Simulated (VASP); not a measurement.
**Ge2As: single point with PBE**

Ge2As:

```
As Ge
1.0
     8.29857    0.11811    0.03244
     0.11811    7.75525   -0.10543
     0.03244   -0.10543    7.83453
As Ge
7 14
Direct
  0.61035 0.09425 0.72141
  0.68772 0.12559 0.10289
  0.47749 0.83561 0.85930
  0.73108 0.59263 0.34035
  0.57824 0.57332 0.07295
  0.96596 0.93115 0.34941
  0.23119 0.04952 0.02885
  0.14065 0.56873 0.83903
  0.64343 0.91582 0.46058
  0.36606 0.32807 0.03370
  0.40270 0.54379 0.59060
  0.44132 0.93780 0.17965
  0.93612 0.90930 0.89204
  0.19670 0.17824 0.37669
  0.27252 0.77955 0.42201
  0.92810 0.40716 0.13294
  0.52449 0.24309 0.47449
  0.27971 0.52398 0.26745
  0.77389 0.68451 0.68952
  0.89398 0.18000 0.68910
  0.20901 0.96219 0.70987
```

| Quantity | Value |
| --- | --- |
| Program | VASP 6.6.1 |
| Task | single point |
| Functional | PBE |
| Potentials or basis | VASP PAW PBE potentials, release 64 (As, Ge_d) |
| Cutoff | 410 eV |
| k mesh | 1 × 1 × 1, shifted |
| Occupations | fermi-dirac, width 0.2585 eV |
| Spin | no spin polarisation |
| Dipole correction | no |
| Further INCAR settings | LREAL = Auto; ALGO = Normal; EDIFF = 1e-06; NBANDS = 132; ISYM = -1 |

| Item | Value |
| --- | --- |
| Pressure | 0.7 GPa |
| Largest force | 2.693 eV/Å |
| Band gap on the k mesh | zero (an odd number of electrons rules out a gap without spin polarisation) |

Forces in eV/Å, atoms in the order of the input:
```
As  -0.048  0.646  1.862
As   0.677  0.656  0.337
As   0.142 -1.168 -0.350
As   0.544 -0.414 -0.255
As  -0.080 -0.094 -0.234
As  -0.157  0.173  0.409
As  -2.484  0.866 -0.574
Ge  -0.082  0.051 -0.226
Ge   1.224 -0.767 -0.900
Ge   0.897  0.454 -0.965
Ge   0.304 -0.684  1.038
Ge   1.940 -1.075  1.171
Ge  -0.206 -0.218  0.219
Ge  -0.126  0.247  0.668
Ge  -0.984  1.916  0.184
Ge  -0.377 -0.340  0.083
Ge  -1.006  1.296 -1.189
Ge  -0.758 -1.463 -1.028
Ge  -0.045 -0.211  0.528
Ge   0.707  0.330 -0.144
Ge  -0.083 -0.204 -0.634
```

Stress tensor (GPa, compression positive):
```
-1.85 -1.09  0.49
-1.09  1.84  0.76
 0.49  0.76  2.24
```

Levels at points of the mesh, in eV from the Fermi level:
| k point | band 112 | band 113 | band 114 | band 115 | band 116 | band 117 | band 118 | band 119 |
| --- | --- | --- | --- | --- | --- | --- | --- | --- |
| (0.25, 0.25, 0.25) | -0.73 | -0.65 | -0.33 | -0.14 | 0.04 | 0.16 | 0.43 | 0.53 |

It took 2.2 min on 1 thread of Intel(R) Xeon(R) Platinum 8259CL CPU @ 2.50GHz (Skylake/Cascade Lake), on a shared host, peak memory 0.37 GiB.

Caveat: the atoms stand as in a frame of molecular dynamics; so wide a smearing shifts energies and pressures.
